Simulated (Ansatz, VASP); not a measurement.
## Two plane-wave programs on Si53Ge

```xyz
54
Lattice="0.0000 8.2051 -8.2051 8.2051 8.2051 0.0000 8.2051 0.0000 -8.2051" Properties=species:S:1:pos:R:3 pbc="T T T"
Ge    6.8376    6.8376   -9.5727
Si    9.5768    9.5768   -9.5731
Si   12.3035   12.3035   -9.5731
Si    6.8381    4.0984   -6.8334
Si    9.5768    6.8372   -6.8334
Si   12.3081    9.5722   -6.8380
Si    6.8381    9.5768  -12.3119
Si    9.5725   12.3079  -12.3075
Si   12.3035   15.0423  -12.3119
Si    4.0984    6.8381   -6.8334
Si    6.8372    9.5768   -6.8334
Si    9.5722   12.3081   -6.8380
Si    4.1030    4.1030   -4.1021
Si    6.8376    6.8376   -4.1024
Si    9.5722    9.5722   -4.1021
Si    4.0984    9.5768   -9.5722
Si    6.8376   12.3078   -9.5727
Si    9.5725   15.0428   -9.5727
Si    9.5768    6.8381  -12.3119
Si   12.3079    9.5725  -12.3075
Si   15.0423   12.3035  -12.3119
Si    9.5768    4.0984   -9.5722
Si   12.3078    6.8376   -9.5727
Si   15.0428    9.5725   -9.5727
Si    9.5725    9.5725  -15.0429
Si   12.3079   12.3079  -15.0429
Si   15.0428   15.0428  -15.0429
Si    8.2263    8.2263  -10.9613
Si   10.9402   10.9402  -10.9404
Si    5.4489    5.4489  -10.9613
Si    8.2263    5.4489   -8.1840
Si   10.9401    8.2047   -8.2056
Si   13.6757   10.9403   -8.2056
Si    8.2053   10.9402  -13.6752
Si   10.9402   13.6750  -13.6752
Si    5.4705    8.2047  -13.6751
Si    5.4489    8.2263   -8.1840
Si    8.2047   10.9401   -8.2056
Si   10.9403   13.6757   -8.2056
Si    5.4705    5.4705   -5.4702
Si    8.2047    8.2047   -5.4702
Si    2.7350    2.7350   -5.4701
Si    5.4705   10.9401  -10.9397
Si    8.2050   13.6754  -10.9400
Si    2.7352    8.2047  -10.9397
Si   10.9402    8.2053  -13.6752
Si   13.6750   10.9402  -13.6752
Si    8.2047    5.4705  -13.6751
Si   10.9401    5.4705  -10.9397
Si   13.6754    8.2050  -10.9400
Si    8.2047    2.7352  -10.9397
Si   10.9402   10.9402  -16.4101
Si   13.6754   13.6754  -16.4104
Si    8.2050    8.2050  -16.4104
```

Alike in both runs: functional PBE; k mesh 2 × 2 × 2; occupations gaussian, width 0.02 eV; no spin polarisation.

Ansatz relaxed the structure, and its values are those at the end. VASP's run is a single point on that final structure, the one shown.

```csv
,VASP,Ansatz
version,VASP 6.6.1,Ansatz 0.2.0
potentials or method,"VASP PAW PBE potentials, release 64 (Ge_d, Si), cutoff 520 eV","scalar-relativistic, plane waves, PAW"
valence electrons in the cell,226,226
```

|  | VASP | Ansatz | Ansatz less VASP |
| --- | --- | --- | --- |
| gap on the k mesh at the Fermi level (eV) | 0.71 | 0.70 | -0.003 |
| least direct gap on the mesh (eV) | 0.71 | 0.70 | -0.003 |
